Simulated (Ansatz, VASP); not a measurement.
TaAl5N6: VASP beside Ansatz

```
Ta Al N
1.0
     2.94040    0.00000    0.00000
     0.00000    2.94040    0.00000
     0.00000    0.00000   12.53096
Ta Al N
1 5 6
Direct
  0.50000 0.50000 0.00000
  0.00000 0.00000 0.82116
  0.00000 0.00000 0.17884
  0.50000 0.50000 0.34030
  0.00000 0.00000 0.50000
  0.50000 0.50000 0.65970
  0.00000 0.00000 0.00000
  0.50000 0.50000 0.18069
  0.00000 0.00000 0.33994
  0.50000 0.50000 0.50000
  0.00000 0.00000 0.66006
  0.50000 0.50000 0.81931
```

Alike in both runs: functional PBE; k mesh 12 × 12 × 4; occupations gaussian, width 0.1 eV; no spin polarisation.

Ansatz relaxed the structure, and its values are those at the end. VASP's run is a single point on that final structure, the one shown.

|  | VASP | Ansatz |
| --- | --- | --- |
| version | VASP 6.6.1 | Ansatz 0.2.0 |
| potentials or method | VASP PAW PBE potentials, release 64 (Ta_pv, Al, N), cutoff 520 eV | scalar-relativistic, plane waves, PAW |
| valence electrons in the cell | 56 | 58 |

```tsv
	VASP	Ansatz	Ansatz less VASP
gap on the k mesh at the Fermi level (eV)	none	none	-
pressure (GPa)	0.0	0.0	-0.01
rms of the force components (eV/Å)	0.005	0.002	-0.0034
```

A gap of «none» marks a metal or a gap that the smearing closes. VASP's potentials hold 56 valence electrons a cell and Ansatz's 58, so a difference there can come from the potentials and not from the codes.

Spin-orbit coupling is off throughout.
